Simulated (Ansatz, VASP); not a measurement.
**One calculation of SnO2, two programs**

```xyz
6
Lattice="-2.0001 2.0001 5.1237 2.0001 -2.0001 5.1237 2.0001 2.0001 -5.1237" Properties=species:S:1:pos:R:3 pbc="T T T"
Sn    0.0000    2.0001    2.5618
Sn    0.0000    0.0000    0.0000
O     0.0000    0.0000    8.1622
O     0.0000    2.0001    4.6470
O     0.0000    0.0000    2.0851
O     0.0000    2.0001    0.4767
```

Alike in both runs: task single point; functional PBEsol; k mesh 8 × 8 × 8; occupations fermi-dirac, width 0.02 eV; no spin polarisation.

```csv
,VASP,Ansatz
version,VASP 6.6.1,Ansatz 0.2.0
potentials or method,"VASP PAW PBE potentials, release 64 (Sn_d, O), cutoff 520 eV","plane waves, PAW"
valence electrons in the cell,52,52
```

Ansatz gave:

* pressure (GPa): 0.7
* traceless stress, the component that is largest in VASP (GPa): -0.76
* rms of the force components (eV/Å): 0.039

Q: Which values does VASP return?

A: Pressure (GPa): 1.3; traceless stress, the component that is largest in VASP (GPa): -0.59; rms of the force components (eV/Å): 0.027.

VASP's potentials were made for PBE, not for PBEsol. Atom by atom the forces differ by 0.012 eV/Å (rms over components).
